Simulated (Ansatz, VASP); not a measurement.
Mg3CdTe4 in VASP and in Ansatz

```
CELL_PARAMETERS angstrom
4.23558 0.00000 0.00000
-2.11779 3.66812 0.00000
0.00000 0.00000 13.72638
ATOMIC_POSITIONS crystal
Mg 0.33333 0.66667 0.49800
Mg 0.33333 0.66667 0.99800
Mg 0.66667 0.33333 0.24800
Cd 0.66667 0.33333 0.74800
Te 0.33333 0.66667 0.18700
Te 0.33333 0.66667 0.68700
Te 0.66667 0.33333 0.43700
Te 0.66667 0.33333 0.93700
```

Alike in both runs: task relaxation of cell and atoms; functional PBE; k mesh 6 × 6 × 2; occupations gaussian, width 0.1 eV; no spin polarisation.

```csv
,VASP,Ansatz
version,VASP 6.6.1,Ansatz 0.2.0
potentials or method,"VASP PAW PBE potentials, release 64 (Mg, Cd, Te), cutoff 600 eV","scalar-relativistic, plane waves, PAW"
valence electrons in the cell,42,114
```

```tsv
	VASP	Ansatz	Ansatz less VASP
gap on the k mesh at the Fermi level, each at its own relaxed structure (eV)	1.59	1.62	+0.035
relaxed volume (Å³/atom)	34.93	34.60	-0.326
relaxed cell length with the largest relative difference (Å)	4.627	4.612	-0.0147
```

VASP's potentials hold 42 valence electrons a cell and Ansatz's 114, so a difference there can come from the potentials and not from the codes.

Spin-orbit coupling is off throughout. Noted on VASP's run: the volume moved by over 15 % at a fixed basis, so the end points are rough.
